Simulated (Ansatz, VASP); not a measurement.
# Sc in VASP and in Ansatz

Contents of INCAR:

```
PREC = Accurate
ENCUT = 520
EDIFF = 1E-6
ISMEAR = 0
SIGMA = 0.1
LREAL = F
LASPH = T
NELM = 100
ALGO = Normal
ISIF = 2
LWAVE = F
LCHARG = F
GGA = RP
NBANDS = 12
```

The input KPOINTS:

```
Automatic mesh
0
Gamma
  10 10 10
```

The input POSCAR:

```
Sc
1.0
    0.0000000000      2.2600000000      2.2600000000
    2.2600000000      0.0000000000      2.2600000000
    2.2600000000      2.2600000000      0.0000000000
Sc
1
Direct
    0.0000000000      0.0000000000      0.0000000000
```

Contents of input.yaml:

```yaml
crystal:
  lattice:
    - [0.0, 2.26, 2.26]
    - [2.26, 0.0, 2.26]
    - [2.26, 2.26, 0.0]
  atoms:
    - { symbol: Sc, position: [0.0, 0.0, 0.0] }
kpoints:
  mp_grid: { grid: [10, 10, 10] }
scf:
  occupations: { method: gaussian, width: 0.1 }
hamiltonian:
  xc: rpbe
  pseudopotentials: { kind: all_electron, lapw: { basis_error: 0.001 } }
output:
  forces: true
  stress: true
  eigenvalues: true
```

Alike in both runs: task single point; functional RPBE; k mesh 10 × 10 × 10; occupations gaussian, width 0.1 eV; no spin polarisation.

|  | VASP | Ansatz |
| --- | --- | --- |
| version | VASP 6.6.1 | Ansatz 0.2.0 |
| potentials or method | VASP PAW PBE potentials, release 64 (Sc_sv), cutoff 520 eV | all-electron LAPW, scalar-relativistic |

```tsv
	VASP	Ansatz	Ansatz less VASP
gap on the k mesh at the Fermi level (eV)	none	none	-
pressure (GPa)	6.1	6.1	-0.05
```

VASP's potentials were made for PBE, not for RPBE. A gap of «none» marks a metal or a gap that the smearing closes. Ansatz ran all-electron here, and VASP with PAW potentials.
